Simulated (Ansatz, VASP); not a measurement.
## MgB4C: VASP beside Ansatz

```xyz
6
Lattice="2.8555 -3.0297 0.0000 2.8555 3.0297 0.0000 0.0000 0.0000 3.3819" Properties=species:S:1:pos:R:3 pbc="T T T"
Mg    0.0000    0.0000    1.6909
B     2.8555   -1.4043    2.5795
B     2.8555    1.4043    2.5795
B     2.8555   -1.4043    0.8024
B     2.8555    1.4043    0.8024
C     0.0000    0.0000    0.0000
```

Alike in both runs: task relaxation of cell and atoms; functional PBE; k mesh 4 × 4 × 6; occupations gaussian, width 0.1 eV; no spin polarisation.

|  | VASP | Ansatz |
| --- | --- | --- |
| version | VASP 6.6.1 | Ansatz 0.2.0 |
| potentials or method | VASP PAW PBE potentials, release 64 (Mg, B, C), cutoff 600 eV | scalar-relativistic, plane waves, PAW |
| valence electrons in the cell | 18 | 26 |

Ansatz gave:

* gap on the k mesh at the Fermi level, each at its own relaxed structure (eV): none
* relaxed volume (Å³/atom): 14.95
* relaxed cell length with the largest relative difference (Å): 5.188

Task: What did VASP give for the same quantities?

Result: gap on the k mesh at the Fermi level, each at its own relaxed structure (eV): none; relaxed volume (Å³/atom): 8.15; relaxed cell length with the largest relative difference (Å): 3.035.

A gap of «none» marks a metal or a gap that the smearing closes. One of these differences is far larger than is usual between the two programs; its cause wasn't traced. VASP's potentials hold 18 valence electrons a cell and Ansatz's 26, so a difference there can come from the potentials and not from the codes.

The k mesh is coarse, so the values compare programs but aren't converged. Noted on VASP's run: the volume moved by over 15 % at a fixed basis, so the end points are rough.
